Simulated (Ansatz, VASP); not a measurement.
# One calculation of AlGe6S, two programs

The input INCAR:

```
SYSTEM = AlGe6S
  ALGO = Normal
  EDIFF = 1E-6
  EDIFFG = -0.04
  ENCUT = 600
  GGA = PE
  IBRION = 2
  ISIF = 3
  ISMEAR = 0
  LASPH = .True.
  LCHARG = .False.
  LREAL = .False.
  LWAVE = .False.
  NELM = 60
  NSW = 90
  PREC = Accurate
  SIGMA = 0.1
```

The input KPOINTS:

```
k-points
0
Gamma
  4 4 4
  0 0 0
```

POSCAR

```
AlGe6S
1.0
    0.0000000000      4.3078368800      4.3078368800
    4.3078368800      0.0000000000      4.3078368800
    4.3078368800      4.3078368800      0.0000000000
Al Ge S
1 6 1
Direct
    0.0000000000      0.0000000000      0.0000000000
    0.7445865900      0.2554134100      0.2554134100
    0.2554134100      0.7445865900      0.7445865900
    0.2554134100      0.7445865900      0.2554134100
    0.7445865900      0.2554134100      0.7445865900
    0.2554134100      0.2554134100      0.7445865900
    0.7445865900      0.7445865900      0.2554134100
    0.5000000000      0.5000000000      0.5000000000
```

Input for Ansatz:

```yaml
crystal:
  lattice:
    - [0.0, 4.30783688, 4.30783688]
    - [4.30783688, 0.0, 4.30783688]
    - [4.30783688, 4.30783688, 0.0]
  atoms:
    - { symbol: Al, position: [0.0, 0.0, 0.0] }
    - { symbol: Ge, position: [0.74458659, 0.25541341, 0.25541341] }
    - { symbol: Ge, position: [0.25541341, 0.74458659, 0.74458659] }
    - { symbol: Ge, position: [0.25541341, 0.74458659, 0.25541341] }
    - { symbol: Ge, position: [0.74458659, 0.25541341, 0.74458659] }
    - { symbol: Ge, position: [0.25541341, 0.25541341, 0.74458659] }
    - { symbol: Ge, position: [0.74458659, 0.74458659, 0.25541341] }
    - { symbol: S, position: [0.5, 0.5, 0.5] }
basis:
  ecutwfc: 420
kpoints:
  mp_grid: { grid: [4, 4, 4] }
hamiltonian:
  xc: pbe
scf:
  occupations: { method: gaussian, width: 0.1 }
  lower_state_search: "off"
output:
  forces: true
  stress: true
  eigenvalues: true
relax:
  adjacent_minimum: "off"
  f_tol: 0.04
  max_steps: 70
  cell: { stress_tol: 0.4 }
```

Alike in both runs: task relaxation of cell and atoms; functional PBE; k mesh 4 × 4 × 4; occupations gaussian, width 0.1 eV; no spin polarisation.

```csv
,VASP,Ansatz
version,VASP 6.6.1,Ansatz 0.2.0
potentials or method,"VASP PAW PBE potentials, release 64 (Al, Ge_d, S), cutoff 600 eV","scalar-relativistic, plane waves, PAW"
valence electrons in the cell,93,93
```

Ansatz gave:

| Item | Value |
| --- | --- |
| gap on the k mesh at the Fermi level, each at its own relaxed structure (eV) | none |
| relaxed volume (Å³/atom) | 30.06 |
| relaxed length of the cell vector where the two differ most in proportion (Å) | 6.980 |

Problem. Estimate VASP's values.

Solution. gap on the k mesh at the Fermi level, each at its own relaxed structure (eV): none; relaxed volume (Å³/atom): 29.99; relaxed length of the cell vector where the two differ most in proportion (Å): 6.974.

A gap of «none» marks a metal or a gap that the smearing closes.

Noted on VASP's run: the volume moved by over 15 % at a fixed basis, so the end points are rough.
